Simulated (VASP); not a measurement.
# BeRhS3 (Pm-3m) in VASP: single point with PBE

Aim: the single point of BeRhS3 with PBE.

Everything below comes from runs of VASP 6.6.1. Logs are shortened: lines on timing, memory, paths and dates and some standing lists are left out, and cuts for length are marked.

**1. The cell of the first run**

The structure is cubic, space group Pm-3m (No. 221). Conventional cell: a = 4.223 Å, b = 4.223 Å, c = 4.223 Å, α = 90.00°, β = 90.00°, γ = 90.00°. Be (site symmetry m-3m) has 6 S at 2.11 Å within 2.8 Å. Within 3.9 Å of Rh (site symmetry m-3m) lie 12 S at 2.99 Å and 8 Be at 3.66 Å. S (site symmetry 4/mmm) has 2 Be at 2.11 Å within 2.8 Å.

**2. Single point, PBE**

Contents of INCAR:

```
PREC     = Accurate       # precision mode
ENCUT    = 520            # plane-wave cutoff, eV
EDIFF    = 1E-6           # SCF threshold, eV
ISMEAR   = 0              # smearing method
SIGMA    = 0.1            # smearing width, eV
LREAL    = F              # projectors in reciprocal space
LASPH    = T              # aspherical terms in the spheres
NELM     = 80             # most SCF steps
ALGO     = Normal         # electronic algorithm
ISIF     = 2              # what is computed and relaxed
LWAVE    = F              # write WAVECAR
LCHARG   = F              # write CHGCAR
GGA      = PE             # functional
NBANDS   = 26             # bands
```

Contents of KPOINTS:

```
regular mesh
0
Gamma
  10 10 10
```

Contents of POSCAR:

```
BeRhS3
1.0
    4.2231060790      0.0000000000      0.0000000000
    0.0000000000      4.2231060790      0.0000000000
    0.0000000000      0.0000000000      4.2231060790
Be Rh S
1 1 3
Direct
    0.5000000000      0.5000000000      0.5000000000
    0.0000000000      0.0000000000      0.0000000000
    0.5000000000      0.0000000000      0.5000000000
    0.0000000000      0.5000000000      0.5000000000
    0.5000000000      0.5000000000      0.0000000000
```

Potentials or basis: VASP PAW PBE potentials, release 64 (Be, Rh_pv, S).

Command:

```console
> cat potpaw_PBE.64/Be/POTCAR potpaw_PBE.64/Rh_pv/POTCAR potpaw_PBE.64/S/POTCAR > POTCAR
> mpirun -np 1 vasp_std > vasp.out
```

OUTCAR:

```text
PREC = Accurate
   ENCUT = 520
   EDIFF = 1E-6
   ISMEAR = 0
   LREAL = F
   LASPH = T
   NELM = 80
   ISIF = 2
   GGA = PE

 ion  position               nearest neighbor table
   1  0.500  0.500  0.500-   3 2.11   4 2.11   5 2.11   5 2.11   3 2.11   4 2.11
   2  0.000  0.000  0.000-   3 2.99   4 2.99   5 2.99   3 2.99   4 2.99   4 2.99   5 2.99   4 2.99
                             3 2.99   5 2.99   3 2.99   5 2.99
   3  0.500  0.000  0.500-   1 2.11   1 2.11   2 2.99   2 2.99   2 2.99   2 2.99
   4  0.000  0.500  0.500-   1 2.11   1 2.11   2 2.99   2 2.99   2 2.99   2 2.99
   5  0.500  0.500  0.000-   1 2.11   1 2.11   2 2.99   2 2.99   2 2.99   2 2.99

  LATTYP: Found a simple cubic cell.
 ALAT       =     4.2231060790

  Lattice vectors:

 A1 = (   4.2231060790,   0.0000000000,   0.0000000000)
 A2 = (   0.0000000000,   4.2231060790,   0.0000000000)
 A3 = (   0.0000000000,   0.0000000000,   4.2231060790)

Analysis of symmetry for initial positions (statically):
=====================================================================
 Subroutine PRICEL returns:
 Original cell was already a primitive cell.

 Routine SETGRP: Setting up the symmetry group for a
 simple cubic supercell.

 Subroutine GETGRP returns: Found 48 space group operations
 (whereof 48 operations were pure point group operations)
 out of a pool of 48 trial point group operations.

The static configuration has the point symmetry O_h .

Analysis of symmetry for dynamics (positions and initial velocities):
=====================================================================
 Subroutine PRICEL returns:
 Original cell was already a primitive cell.

 Routine SETGRP: Setting up the symmetry group for a
 simple cubic supercell.

 Subroutine GETGRP returns: Found 48 space group operations
 (whereof 48 operations were pure point group operations)
 out of a pool of 48 trial point group operations.

The dynamic configuration has the point symmetry O_h .

 Subroutine INISYM returns: Found 48 space group operations
 (whereof 48 operations are pure point group operations),
 and found     1 'primitive' translations

----------------------------------------------------------------------------------------

                                     Primitive cell

  volume of cell :      75.3175

  direct lattice vectors                    reciprocal lattice vectors
     4.223106079  0.000000000  0.000000000     0.236792536  0.000000000  0.000000000
     0.000000000  4.223106079  0.000000000     0.000000000  0.236792536  0.000000000
     0.000000000  0.000000000  4.223106079     0.000000000  0.000000000  0.236792536

  length of vectors
     4.223106079  4.223106079  4.223106079     0.236792536  0.236792536  0.236792536

  position of ions in fractional coordinates (direct lattice)
     0.500000000  0.500000000  0.500000000
     0.000000000  0.000000000  0.000000000
     0.500000000  0.000000000  0.500000000
     0.000000000  0.500000000  0.500000000
     0.500000000  0.500000000  0.000000000

  ion indices of the primitive-cell ions
   primitive index   ion index
                 1           1
                 2           2
                 3           3
                 4           4
                 5           5

----------------------------------------------------------------------------------------

 KPOINTS: regular mesh

Automatic generation of k-mesh.
 Grid dimensions read from file:
 generate k-points for:   10   10   10

 Generating k-lattice:

  Cartesian coordinates                     Fractional coordinates (reciprocal lattice)
     0.023679254  0.000000000  0.000000000     0.100000000  0.000000000  0.000000000
     0.000000000  0.023679254  0.000000000     0.000000000  0.100000000  0.000000000
     0.000000000  0.000000000  0.023679254     0.000000000  0.000000000  0.100000000

  Length of vectors
     0.023679254  0.023679254  0.023679254

  Shift w.r.t. Gamma in fractional coordinates (k-lattice)
     0.000000000  0.000000000  0.000000000

 Subroutine IBZKPT returns following result:
 ===========================================

 Found     56 irreducible k-points:

 Following reciprocal coordinates:
            Coordinates               Weight
  0.000000  0.000000  0.000000      1.000000
  0.100000  0.000000  0.000000      6.000000
  0.200000  0.000000  0.000000      6.000000
  0.300000  0.000000  0.000000      6.000000
  0.400000  0.000000  0.000000      6.000000
  0.500000  0.000000  0.000000      3.000000
[... 16 lines left out ...]
  0.200000  0.100000  0.100000     24.000000
  0.300000  0.100000  0.100000     24.000000
 [... further k-points ...]
   k-points           NKPTS =     56   k-points in BZ     NKDIM =     56   number of bands    NBANDS=     26
   number of dos      NEDOS =    301   number of ions     NIONS =      5
   total plane-waves  NPLWV =  32768
   dimension x,y,z NGX =    32 NGY =   32 NGZ =   32
   dimension x,y,z NGXF=    64 NGYF=   64 NGZF=   64
   ions per type =               1   1   3
   NGX,Y,Z   is equivalent  to a cutoff of  12.60, 12.60, 12.60 a.u.
   NGXF,Y,Z  is equivalent  to a cutoff of  25.19, 25.19, 25.19 a.u.
 SYSTEM =  unknown system
   PREC   = accura    normal or accurate (medium, high low for compatibility)
   ISTART =      0    job   : 0-new  1-cont  2-samecut
   ICHARG =      2    charge: 1-file 2-atom 10-const
   ISPIN  =      1    spin polarized calculation?
   LNONCOLLINEAR =      F non collinear calculations
   LSORBIT =      F    spin-orbit coupling
   LASPH  =      T    aspherical Exc in radial PAW
   ENCUT  =  520.0 eV  38.22 Ry    6.18 a.u.   7.85  7.85  7.85*2*pi/ulx,y,z
   NELM   =     80;   NELMIN=  2; NELMDL= -5     # of ELM steps
   EDIFF  = 0.1E-05   stopping-criterion for ELM
   LREAL  =      F    real-space projection
   EDIFFG = 0.1E-04   stopping-criterion for IOM
   NSW    =      0    number of steps for IOM
   IBRION =     -1    ionic relax: 0-MD 1-quasi-New 2-CG
   NFREE  =      0    steps in history (QN), initial steepest desc. (CG)
   ISIF   =      2    stress and relaxation
   ISYM   =      2    0-nonsym 1-usesym 2-fastsym
   POTIM  = 0.5000    time-step for ionic-motion
   TEBEG  =    0.0;   TEEND  =   0.0 temperature during run
   PSTRESS=    0.0 pullay stress
   NELECT =      35.0000    total number of electrons
   NUPDOWN=      -1.0000    fix difference up-down
   EMIN   =  10.00;   EMAX   =-10.00  energy-range for DOS
   EFERMI =   0.00;   METHOD = LEGACY
   ISMEAR =     0;   SIGMA  =   0.10  broadening in eV -4-tet -1-fermi 0-gaus
   EFERMI_NEDOS =   21; number of points for ismear=-14 and -15
   IALGO  =     38    algorithm
   IMIX   =      4    mixing-type and parameters
     AMIX     =   0.40;   BMIX     =  1.00
     AMIX_MAG =   1.60;   BMIX_MAG =  1.00
  volume/ion in A,a.u.               =      15.06       101.65
  Fermi-wavevector in a.u.,A,eV,Ry     =   1.268038  2.396244 21.877077  1.607920
  Thomas-Fermi vector in A             =   2.401154
   LORBIT       =      0    0 simple, 1 ext, 2 COOP (PROOUT), +10 PAW based schemes
   GGA     = PE    functional components
   LHFCALC =     F    Hartree Fock is set to
   AEXX    =    0.0000 exact exchange contribution
   IVDW    =     0    specifies the selected vdW correction
   LEPSILON=     F    determine dielectric tensor
   LRPA    =     F    only Hartree local field effects (RPA)
 non-spin polarized calculation
 Gauss-broadening in eV      SIGMA  =   0.10
  energy-cutoff  :      520.00
  volume of cell :       75.32
 maximum number of plane-waves:      2048
 NGX is ok and might be reduce to    32
   NGX = 15   NGY = 15   NGZ = 15

 number of electron      34.9999996 magnetization

 Free energy of the ion-electron system (eV)
  ---------------------------------------------------
  ext. energy  EPLUGINS =         0.00000000
  ---------------------------------------------------
  free energy    TOTEN  =       -20.69254970 eV

  energy without entropy =      -20.67375316  energy(sigma->0) =      -20.68315143

 E-fermi :   7.1039     XC(G=0): -11.1326

 val. band max:        7.1038252536   @ k =   0.3000   0.1000   0.0000
 cond. band min:       7.1228046705   @ k =   0.3000   0.3000   0.1000
 fundamental gap:      0.0189794169
 Fermi energy:         7.1039260100

 k-point     1 :       0.0000    0.0000    0.0000
  band No.  band energies     occupation
      1     -38.7183      2.00000
      2     -38.7183      2.00000
      3     -38.7183      2.00000
      4      -8.4213      2.00000
      5      -4.3982      2.00000
      6      -4.3982      2.00000
[... 18 lines left out ...]
     25      13.8458      0.00000
     26      14.9643      0.00000

 k-point     2 :       0.1000    0.0000    0.0000
  band No.  band energies     occupation
      1     -38.7185      2.00000
      2     -38.7183      2.00000
      3     -38.7183      2.00000
      4      -8.3640      2.00000
      5      -4.5716      2.00000
      6      -4.3837      2.00000
[... 18 lines left out ...]
     25      14.1108      0.00000
     26      14.8464      0.00000

 k-point     3 :       0.2000    0.0000    0.0000
  band No.  band energies     occupation
      1     -38.7189      2.00000
      2     -38.7183      2.00000
      3     -38.7183      2.00000
      4      -8.1956      2.00000
      5      -5.0110      2.00000
      6      -4.3452      2.00000
[... 18 lines left out ...]
     25      14.7452      0.00000
     26      14.7452      0.00000

 k-point     4 :       0.3000    0.0000    0.0000
  band No.  band energies     occupation
      1     -38.7193      2.00000
      2     -38.7182      2.00000
      3     -38.7182      2.00000
      4      -7.9301      2.00000
      5      -5.5641      2.00000
      6      -4.2961      2.00000
[... 18 lines left out ...]
     25      15.2027      0.00000
     26      15.2027      0.00000
[... 496 lines left out ...]
      1     -38.7184      2.00000
      2     -38.7184      2.00000
      3     -38.7184      2.00000
      4      -8.2506      2.00000
      5      -4.6225      2.00000
      6      -4.6225      2.00000
[... 18 lines left out ...]
     25      14.3329      0.00000
     26      15.1082      0.00000

 k-point    23 :       0.2000    0.1000    0.1000
  band No.  band energies     occupation
      1     -38.7188      2.00000
      2     -38.7184      2.00000
      3     -38.7184      2.00000
      4      -8.0846      2.00000
      5      -5.0234      2.00000
      6      -4.5843      2.00000
[... 18 lines left out ...]
     25      14.8177      0.00000
     26      14.8241      0.00000

 k-point    24 :       0.3000    0.1000    0.1000
  band No.  band energies     occupation
      1     -38.7193      2.00000
      2     -38.7184      2.00000
      3     -38.7184      2.00000
      4      -7.8226      2.00000
      5      -5.5429      2.00000
      6      -4.5357      2.00000
[... 18 lines left out ...]
     25      14.7674      0.00000
     26      15.4118      0.00000

 [... further k-points ...]

------------------------ aborting loop because EDIFF is reached ----------------------------------------

  FORCE on cell =-STRESS in cart. coord.  units (eV):
  Direction    XX          YY          ZZ          XY          YZ          ZX
  --------------------------------------------------------------------------------------
  -------------------------------------------------------------------------------------
  Total       -0.0308462     -0.0308462     -0.0308462      0.0000000      0.0000000     -0.0000000
  in kB       -0.6561708     -0.6561708     -0.6561708      0.0000000      0.0000000     -0.0000000
  external PRESSURE =      -0.6561708 kB  Pullay stress =       0.0000000 kB

 VOLUME and BASIS-vectors are now :
 -----------------------------------------------------------------------------
  energy-cutoff  :      520.00
  volume of cell :       75.32
      direct lattice vectors                 reciprocal lattice vectors
     4.223106079  0.000000000  0.000000000     0.236792536  0.000000000  0.000000000
     0.000000000  4.223106079  0.000000000     0.000000000  0.236792536  0.000000000
     0.000000000  0.000000000  4.223106079     0.000000000  0.000000000  0.236792536

 POSITION                                       TOTAL-FORCE (eV/Angst)
 -----------------------------------------------------------------------------------
      2.11155      2.11155      2.11155         0.000000      0.000000      0.000000
      0.00000      0.00000      0.00000         0.000000      0.000000      0.000000
      2.11155      0.00000      2.11155         0.000000      0.000000      0.000000
      0.00000      2.11155      2.11155         0.000000      0.000000      0.000000
      2.11155      2.11155      0.00000         0.000000      0.000000      0.000000
 -----------------------------------------------------------------------------------
    total drift:                                0.000000     -0.000000     -0.000000

  FREE ENERGIE OF THE ION-ELECTRON SYSTEM (eV)
  ---------------------------------------------------
  free  energy   TOTEN  =       -20.6925496989 eV

  energy  without entropy=      -20.6737531579  energy(sigma->0) =      -20.68315143
```

Wall time 50 s (1 thread of Intel Xeon 6975P-C (Granite Rapids), shared host); peak memory 0.23 GiB.

Results:

* Free energy: -20.6925 eV
* Pressure: -0.1 GPa
